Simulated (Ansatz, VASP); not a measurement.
Two plane-wave programs on Sc

File POSCAR:

```
Sc
1.0
    0.0000000000      2.2705000000      2.2705000000
    2.1853562500      0.0000000000      2.2705000000
    2.1853562500      2.2705000000      0.0000000000
Sc
1
Direct
    0.0000000000      0.0000000000      0.0000000000
```

The input INCAR.step1:

```
SYSTEM = Sc
ALGO = Normal
EDIFF = 1E-4
ENCUT = 520
GGA = PE
ISMEAR = 0
LASPH = .TRUE.
LCHARG = .FALSE.
LREAL = .FALSE.
LWAVE = .TRUE.
NBANDS = 12
NELM = 60
PREC = Accurate
SIGMA = 0.15
```

Contents of INCAR.step2:

```
SYSTEM = Sc
ALGO = Normal
EDIFF = 1E-6
ENCUT = 520
ISIF = 2
ISMEAR = 0
ISTART = 1
LASPH = .TRUE.
LCHARG = .FALSE.
LMIXTAU = .TRUE.
LREAL = .FALSE.
LWAVE = .FALSE.
METAGGA = R2SCAN
NBANDS = 12
NELM = 60
PREC = Accurate
SIGMA = 0.15
```

File KPOINTS:

```
k-points
0
G
  18 18 18
  0 0 0
```

Input for Ansatz:

```yaml
crystal:
  lattice:
    - [0.0, 2.2705, 2.2705]
    - [2.18535625, 0.0, 2.2705]
    - [2.18535625, 2.2705, 0.0]
  atoms:
    - { symbol: Sc, position: [0.0, 0.0, 0.0] }
basis:
  ecutwfc: 500
kpoints:
  mp_grid: { grid: [18, 18, 18] }
hamiltonian:
  xc: r2scan
scf:
  occupations: { method: gaussian, width: 0.15 }
output:
  forces: true
  stress: true
  eigenvalues: true
```

Change from the starting cell: strain -0.0375 x Voigt [1, 0, 0, 0, 0, 0], atoms carried along.

Alike in both runs: task single point; functional r2SCAN; k mesh 18 × 18 × 18; occupations gaussian, width 0.15 eV; no spin polarisation.

```csv
,VASP,Ansatz
version,VASP 6.6.1,Ansatz 0.2.0
potentials or method,"VASP PAW PBE potentials, release 64 (Sc_sv), cutoff 520 eV","scalar-relativistic, plane waves, PAW"
valence electrons in the cell,11,11
```

|  | VASP | Ansatz | Ansatz less VASP |
| --- | --- | --- | --- |
| gap on the k mesh at the Fermi level (eV) | none | none | - |
| pressure (GPa) | 6.8 | 6.6 | -0.22 |
| traceless stress, the component that is largest in VASP (GPa) | 0.30 | 0.30 | -0.004 |

VASP's potentials were made for PBE, not for r2SCAN. A gap of «none» marks a metal or a gap that the smearing closes.
